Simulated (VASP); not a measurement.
Input of a VASP 6.6.1 run:

Contents of INCAR:

```
ALGO = Normal
EDIFF = 1E-6
ENCUT = 520
GGA = PE
ISIF = 2
ISMEAR = -1
LASPH = True
LCHARG = False
LREAL = False
LWAVE = False
NBANDS = 17
NELM = 80
PREC = Accurate
SIGMA = 0.1
```

Contents of KPOINTS:

```
k-points
0
Gamma
  12 12 12
```

Contents of POSCAR:

```
SnSe
1.0
    0.0000000000      2.8259503788      2.8259503788
    2.8259503788      0.0000000000      2.8259503788
    2.8259503788      2.8259503788      0.0000000000
Sn Se
1 1
Direct
    0.0000000000      0.0000000000      0.0000000000
    0.2500000000      0.2500000000      0.2500000000
```

Potentials or basis: VASP PAW PBE potentials, release 64 (Sn_d, Se).

Run with:

```console
$ cat potpaw_PBE.64/Sn_d/POTCAR potpaw_PBE.64/Se/POTCAR > POTCAR
$ mpirun -np 1 vasp_std > vasp.out
```

(1) Estimate the band gap on the k mesh.

(2) Predict the pressure.

## Answers

(1) zero (band 10 reaches 9.84 eV, above the bottom of band 11 at 7.65 eV).

(2) 44.1 GPa.

Caveat: spin-orbit coupling is left out, which moves the levels of the heavy elements.
